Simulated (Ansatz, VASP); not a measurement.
# BeS: VASP beside Ansatz

```
Be S
1.0
     0.00000    2.39364    2.28118
     2.28118    0.00000    2.28118
     2.28118    2.39364    0.00000
Be S
1 1
Cartesian
  0.0000 0.0000 0.0000
  3.4218 3.5905 3.4218
```

Alike in both runs: task single point; functional PBEsol; k mesh 10 × 10 × 10; occupations gaussian, width 0.05 eV; no spin polarisation.

|  | VASP | Ansatz |
| --- | --- | --- |
| version | VASP 6.6.1 | Ansatz 0.2.0 |
| potentials or method | VASP PAW PBE potentials, release 64 (Be, S), cutoff 520 eV | scalar-relativistic, plane waves, PAW |
| valence electrons in the cell | 8 | 8 |

Ansatz gave:

* gap on the k mesh at the Fermi level (eV): 2.33
* least direct gap on the mesh (eV): 5.37
* pressure (GPa): 15.8
* traceless stress, the component that is largest in VASP (GPa): -3.59

Estimate VASP's values.

gap on the k mesh at the Fermi level (eV): 2.34; least direct gap on the mesh (eV): 5.40; pressure (GPa): 15.9; traceless stress, the component that is largest in VASP (GPa): -3.56.

VASP's potentials were made for PBE, not for PBEsol.
